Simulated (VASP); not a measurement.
# Be (P6_3/mmc) in VASP: a series of runs, part 2 of 2

VASP 6.6.1.

**4. Single point, PBEsol**

This run uses another cell than the first one, of 8.02 Å³/atom, 1.031 times its volume.

File INCAR:

```
ALGO = Normal ; EDIFF = 1E-6
ENCUT = 520 ; GGA = PS
ISIF = 2 ; ISMEAR = -1
LASPH = True ; LCHARG = False
LREAL = False ; LWAVE = False
NBANDS = 9 ; NELM = 60
PREC = Accurate ; SIGMA = 0.05
```

File KPOINTS:

```
k-points
0
Gamma
  11 11 6
```

File POSCAR:

```
Be
1.0
    2.2853000000      0.0000000000      0.0000000000
   -1.1426500000      1.9791278553      0.0000000000
    0.0000000000      0.0000000000      3.5483580000
Be
2
Direct
    0.6666666667      0.3333333333      0.7500000000
    0.3333333333      0.6666666667      0.2500000000
```

Potentials or basis: VASP PAW PBE potentials, release 64 (Be).

Launch:

```bash
cat potpaw_PBE.64/Be/POTCAR > POTCAR
mpirun -np 1 vasp_std > vasp.out
```

OUTCAR:

```text
EDIFF = 1E-6
   ENCUT = 520
   GGA = PS
   ISIF = 2
   ISMEAR = -1
   LASPH = True
   LREAL = False
   NELM = 60
   PREC = Accurate

 ion  position               nearest neighbor table
   1  0.667  0.333  0.750-   2 2.21   2 2.21   2 2.21   2 2.21   2 2.21   2 2.21
   2  0.333  0.667  0.250-   1 2.21   1 2.21   1 2.21   1 2.21   1 2.21   1 2.21

  LATTYP: Found a hexagonal cell.
 ALAT       =     2.2853000000
 C/A-ratio  =     1.5526880497

  Lattice vectors:

 A1 = (   2.2853000000,   0.0000000000,   0.0000000000)
 A2 = (  -1.1426500000,   1.9791278553,   0.0000000000)
 A3 = (   0.0000000000,   0.0000000000,   3.5483580000)

Analysis of symmetry for initial positions (statically):
=====================================================================
 Subroutine PRICEL returns:
 Original cell was already a primitive cell.

 Routine SETGRP: Setting up the symmetry group for a
 hexagonal supercell.

 Subroutine GETGRP returns: Found 24 space group operations
 (whereof 12 operations were pure point group operations)
 out of a pool of 24 trial point group operations.

The static configuration has the point symmetry D_3d.
 The point group associated with its full space group is D_6h.

Analysis of symmetry for dynamics (positions and initial velocities):
=====================================================================
 Subroutine PRICEL returns:
 Original cell was already a primitive cell.

 Routine SETGRP: Setting up the symmetry group for a
 hexagonal supercell.

 Subroutine GETGRP returns: Found 24 space group operations
 (whereof 12 operations were pure point group operations)
 out of a pool of 24 trial point group operations.

The dynamic configuration has the point symmetry D_3d.
 The point group associated with its full space group is D_6h.

 Subroutine INISYM returns: Found 24 space group operations
 (whereof 12 operations are pure point group operations),
 and found     1 'primitive' translations

----------------------------------------------------------------------------------------

                                     Primitive cell

  volume of cell :      16.0489

  direct lattice vectors                    reciprocal lattice vectors
     2.285300000  0.000000000  0.000000000     0.437579311  0.252636533  0.000000000
    -1.142650000  1.979127855  0.000000000     0.000000000  0.505273066  0.000000000
     0.000000000  0.000000000  3.548358000     0.000000000  0.000000000  0.281820493

  length of vectors
     2.285300000  2.285300000  3.548358000     0.505273066  0.505273066  0.281820493

  position of ions in fractional coordinates (direct lattice)
     0.666666667  0.333333333  0.750000000
     0.333333333  0.666666667  0.250000000

  ion indices of the primitive-cell ions
   primitive index   ion index
                 1           1
                 2           2

----------------------------------------------------------------------------------------

 KPOINTS: k-points

Automatic generation of k-mesh.
 Grid dimensions read from file:
 generate k-points for:   11   11    6

 Generating k-lattice:

  Cartesian coordinates                     Fractional coordinates (reciprocal lattice)
     0.039779937  0.022966958  0.000000000     0.090909091  0.000000000  0.000000000
     0.000000000  0.045933915  0.000000000     0.000000000  0.090909091  0.000000000
     0.000000000  0.000000000  0.046970082     0.000000000  0.000000000  0.166666667

  Length of vectors
     0.045933915  0.045933915  0.046970082

  Shift w.r.t. Gamma in fractional coordinates (k-lattice)
     0.000000000  0.000000000  0.000000000

 Subroutine IBZKPT returns following result:
 ===========================================

 Found     64 irreducible k-points:

 Following reciprocal coordinates:
            Coordinates               Weight
  0.000000  0.000000  0.000000      1.000000
  0.090909  0.000000  0.000000      6.000000
  0.181818  0.000000  0.000000      6.000000
  0.272727  0.000000  0.000000      6.000000
  0.363636 -0.000000  0.000000      6.000000
  0.454545  0.000000  0.000000      6.000000
[... 16 lines left out ...]
  0.090909  0.090909  0.166667     12.000000
  0.181818  0.090909  0.166667     24.000000
 [... further k-points ...]
   k-points           NKPTS =     64   k-points in BZ     NKDIM =     64   number of bands    NBANDS=      9
   number of dos      NEDOS =    301   number of ions     NIONS =      2
   total plane-waves  NPLWV =   9072
   dimension x,y,z NGX =    18 NGY =   18 NGZ =   28
   dimension x,y,z NGXF=    36 NGYF=   36 NGZF=   56
   ions per type =               2
   NGX,Y,Z   is equivalent  to a cutoff of  13.09, 13.09, 13.12 a.u.
   NGXF,Y,Z  is equivalent  to a cutoff of  26.19, 26.19, 26.24 a.u.
 SYSTEM =  unknown system
   PREC   = accura    normal or accurate (medium, high low for compatibility)
   ISTART =      0    job   : 0-new  1-cont  2-samecut
   ICHARG =      2    charge: 1-file 2-atom 10-const
   ISPIN  =      1    spin polarized calculation?
   LNONCOLLINEAR =      F non collinear calculations
   LSORBIT =      F    spin-orbit coupling
   LASPH  =      T    aspherical Exc in radial PAW
   ENCUT  =  520.0 eV  38.22 Ry    6.18 a.u.   4.25  4.25  6.60*2*pi/ulx,y,z
   NELM   =     60;   NELMIN=  2; NELMDL= -5     # of ELM steps
   EDIFF  = 0.1E-05   stopping-criterion for ELM
   LREAL  =      F    real-space projection
   EDIFFG = 0.1E-04   stopping-criterion for IOM
   NSW    =      0    number of steps for IOM
   IBRION =     -1    ionic relax: 0-MD 1-quasi-New 2-CG
   NFREE  =      0    steps in history (QN), initial steepest desc. (CG)
   ISIF   =      2    stress and relaxation
   ISYM   =      2    0-nonsym 1-usesym 2-fastsym
   POTIM  = 0.5000    time-step for ionic-motion
   TEBEG  =    0.0;   TEEND  =   0.0 temperature during run
   PSTRESS=    0.0 pullay stress
   NELECT =       4.0000    total number of electrons
   NUPDOWN=      -1.0000    fix difference up-down
   EMIN   =  10.00;   EMAX   =-10.00  energy-range for DOS
[... 5 lines left out ...]
     AMIX     =   0.40;   BMIX     =  1.00
     AMIX_MAG =   1.60;   BMIX_MAG =  1.00
  volume/ion in A,a.u.               =       8.02        54.15
  Fermi-wavevector in a.u.,A,eV,Ry     =   1.030260  1.946908 14.441697  1.061435
  Thomas-Fermi vector in A             =   2.164349
   LORBIT       =      0    0 simple, 1 ext, 2 COOP (PROOUT), +10 PAW based schemes
   GGA     = PS    functional components
   LHFCALC =     F    Hartree Fock is set to
   AEXX    =    0.0000 exact exchange contribution
   IVDW    =     0    specifies the selected vdW correction
   LEPSILON=     F    determine dielectric tensor
   LRPA    =     F    only Hartree local field effects (RPA)
 non-spin polarized calculation
  energy-cutoff  :      520.00
  volume of cell :       16.05
 maximum number of plane-waves:       446
 NGX is ok and might be reduce to    18
   NGX =  9   NGY =  9   NGZ = 13

 number of electron       4.0000000 magnetization

 Free energy of the ion-electron system (eV)
  ---------------------------------------------------
  ext. energy  EPLUGINS =         0.00000000
  ---------------------------------------------------
  free energy    TOTEN  =        -7.97526077 eV

  energy without entropy =       -7.97254444  energy(sigma->0) =       -7.97390260

 E-fermi :   7.1391     XC(G=0): -10.5590

 val. band max:        7.0611066059   @ k =   0.3636   0.2727   0.3333
 cond. band min:       7.1423152463   @ k =   0.3636   0.2727   0.1667
 fundamental gap:      0.0812086404
 Fermi energy:         7.1391351077

 k-point     1 :       0.0000    0.0000    0.0000
  band No.  band energies     occupation
      1      -4.3672      2.00000
      2       2.6210      2.00000
      3       8.2080      0.00000
      4      22.4234      0.00000
      5      22.4234      0.00000
      6      25.3147      0.00000
      7      25.3147      0.00000
      8      27.8615      0.00000
      9      33.5450      0.00000

 k-point     2 :       0.0909    0.0000    0.0000
  band No.  band energies     occupation
      1      -4.1336      2.00000
      2       2.9262      2.00000
      3       8.2708      0.00000
      4      20.6612      0.00000
      5      21.2018      0.00000
      6      25.3347      0.00000
      7      25.8777      0.00000
      8      27.3137      0.00000
      9      30.8067      0.00000
[... 253 lines left out ...]
 k-point    24 :       0.1818    0.0909    0.1667
  band No.  band energies     occupation
      1      -2.4848      2.00000
      2       3.2475      2.00000
      3      10.4298      0.00000
      4      15.5109      0.00000
      5      17.5278      0.00000
      6      21.7548      0.00000
      7      23.5309      0.00000
      8      24.7907      0.00000
      9      28.6314      0.00000

 [... further k-points ...]
[... 5 lines left out ...]
  --------------------------------------------------------------------------------------
  -------------------------------------------------------------------------------------
  Total       -0.4087239     -0.4087239      0.1150194      0.0000000     -0.0000000      0.0000000
  in kB      -40.8033776    -40.8033776     11.4825225      0.0000000     -0.0000000      0.0000000
  external PRESSURE =     -23.3747443 kB  Pullay stress =       0.0000000 kB

 VOLUME and BASIS-vectors are now :
 -----------------------------------------------------------------------------
  energy-cutoff  :      520.00
  volume of cell :       16.05
      direct lattice vectors                 reciprocal lattice vectors
     2.285300000  0.000000000  0.000000000     0.437579311  0.252636533  0.000000000
    -1.142650000  1.979127855  0.000000000     0.000000000  0.505273066  0.000000000
     0.000000000  0.000000000  3.548358000     0.000000000  0.000000000  0.281820493

 POSITION                                       TOTAL-FORCE (eV/Angst)
 -----------------------------------------------------------------------------------
      1.14265      0.65971      2.66127        -0.000000     -0.000000      0.000000
     -0.00000      1.31942      0.88709         0.000000      0.000000      0.000000
 -----------------------------------------------------------------------------------
    total drift:                                0.000000     -0.000000      0.000000

  FREE ENERGIE OF THE ION-ELECTRON SYSTEM (eV)
  ---------------------------------------------------
  free  energy   TOTEN  =        -7.9752607731 eV

  energy  without entropy=       -7.9725444367  energy(sigma->0) =       -7.97390260
```

Run time: 10 s. Hardware: 1 thread of AMD EPYC 7R43 (Zen 3), shared host; peak memory 0.08 GiB.

Results:

```yaml
Free_energy: -7.9753 eV
Pressure: -2.3 GPa
Band_gap_on_the_k_mesh: zero (band 2 reaches 7.50 eV, above the bottom of band 3 at 7.06 eV)
```

Stress tensor (GPa, compression positive):
```
-4.08  0.00  0.00
 0.00 -4.08  0.00
 0.00  0.00  1.15
```

Caveat: the PAW data sets were made with another functional, which shifts forces and pressure a little.

**5. Single point, PBEsol**

This run uses another cell than the first one, of 8.11 Å³/atom, 1.042 times its volume.

File INCAR:

```
PREC = Accurate
ENCUT = 520
EDIFF = 1E-6
ISMEAR = -1
SIGMA = 0.05
LREAL = F
LASPH = T
NELM = 80
ALGO = Fast
ISIF = 2
LWAVE = F
LCHARG = T
GGA = PS
LELF = T
LVHAR = T
NBANDS = 9
```

File KPOINTS:

```
Automatic mesh
0
Gamma
  11 11 6
```

Changes to POSCAR since step 4:

```diff
@@ -4,3 +4,3 @@
    -1.1426500000      1.9791278553      0.0000000000
-    0.0000000000      0.0000000000      3.5483580000
+    0.0000000000      0.0000000000      3.5842000000
 Be
```

Launch:

```bash
cat potpaw_PBE.64/Be/POTCAR > POTCAR
mpirun -np 1 vasp_std > vasp.out
```

Wall time 9.9 s (1 thread of AMD EPYC 7R43 (Zen 3), shared host); peak memory 0.08 GiB.

The run converged. Its results:

| Quantity | Value |
| --- | --- |
| Free energy | -7.9744 eV |
| Pressure | -3.6 GPa |
| Band gap on the k mesh | zero (band 2 reaches 7.43 eV, above the bottom of band 3 at 7.03 eV) |

Stress tensor (GPa, compression positive):
```
-4.05  0.00  0.00
 0.00 -4.05  0.00
 0.00  0.00 -2.72
```

Levels at points of the mesh, in eV from the Fermi level:
| k point | band 1 | band 2 | band 3 | band 4 | band 5 | band 6 |
| --- | --- | --- | --- | --- | --- | --- |
| (0.00, 0.00, 0.00) | -11.50 | -4.63 | 0.81 | 15.31 | 15.31 | 18.13 |
| (0.00, 0.00, 0.50) | -9.36 | -9.36 | 10.32 | 10.32 | 16.94 | 16.94 |

Caveat: the PAW data sets were made with another functional, which shifts forces and pressure a little.

**6. Single point, PBEsol**

This run uses another cell than the first one, of 8.19 Å³/atom, 1.052 times its volume.

File INCAR:

```
PREC = Accurate ; ENCUT = 520
EDIFF = 1E-6 ; ISMEAR = -1
SIGMA = 0.05 ; LREAL = False
LASPH = True ; NELM = 80
ALGO = Normal ; ISIF = 2
LWAVE = False ; LCHARG = False
GGA = PS ; NBANDS = 9
```

KPOINTS is that of step 5.

Changes to POSCAR since step 5:

```diff
@@ -4,3 +4,3 @@
    -1.1426500000      1.9791278553      0.0000000000
-    0.0000000000      0.0000000000      3.5842000000
+    0.0000000000      0.0000000000      3.6200420000
 Be
```

Potentials or basis: VASP PAW PBE potentials, release 64 (Be).

Launch:

```bash
cat potpaw_PBE.64/Be/POTCAR > POTCAR
mpirun -np 1 vasp_std > vasp.out
```

Wall time 8.7 s (1 thread of AMD EPYC 7R43 (Zen 3), shared host); peak memory 0.09 GiB.

The run converged. Its results:

| Item | Value |
| --- | --- |
| Free energy | -7.9699 eV |
| Pressure | -4.8 GPa |
| Band gap on the k mesh | zero (band 2 reaches 7.35 eV, above the bottom of band 3 at 7.00 eV) |

Stress tensor (GPa, compression positive):
```
-4.12  0.00  0.00
 0.00 -4.12  0.00
 0.00  0.00 -6.17
```

Levels at points of the mesh, in eV from the Fermi level:
```
           k point  band 1  band 2  band 3  band 4  band 5
(0.00, 0.00, 0.00)  -11.50   -4.73    0.57   15.34   15.34
(0.00, 0.00, 0.50)   -9.38   -9.38    9.91    9.91   16.92
```

Caveat: the PAW data sets were made with another functional, which shifts forces and pressure a little.

**7. The runs side by side**

| cell | k mesh | gap on the mesh (eV) | pressure (GPa) |
| --- | --- | --- | --- |
| a = 2.285, b = 2.285, c = 3.441 Å, angles 90.0, 90.0, 120.0°, 2 atoms | 11 × 11 × 7 | none | 2.0 |
| a = 2.285, b = 2.285, c = 3.513 Å, angles 90.0, 90.0, 120.0°, 2 atoms | 11 × 11 × 6 | none | -1.0 |
| a = 2.285, b = 2.285, c = 3.548 Å, angles 90.0, 90.0, 120.0°, 2 atoms | 11 × 11 × 6 | none | -2.3 |
| a = 2.285, b = 2.285, c = 3.584 Å, angles 90.0, 90.0, 120.0°, 2 atoms | 11 × 11 × 6 | none | -3.6 |
| a = 2.285, b = 2.285, c = 3.620 Å, angles 90.0, 90.0, 120.0°, 2 atoms | 11 × 11 × 6 | none | -4.8 |

Alike in all rows: task single point; level PBEsol; potentials or basis VASP PAW PBE potentials, release 64 (Be); no spin polarisation; cutoff (eV) 520; smearing fermi-dirac 0.05 eV.

Caveats: the PAW data sets were made with another functional, which shifts forces and pressure a little.

Total energies depend on the potentials used, so only differences within one code and one set of settings carry meaning.
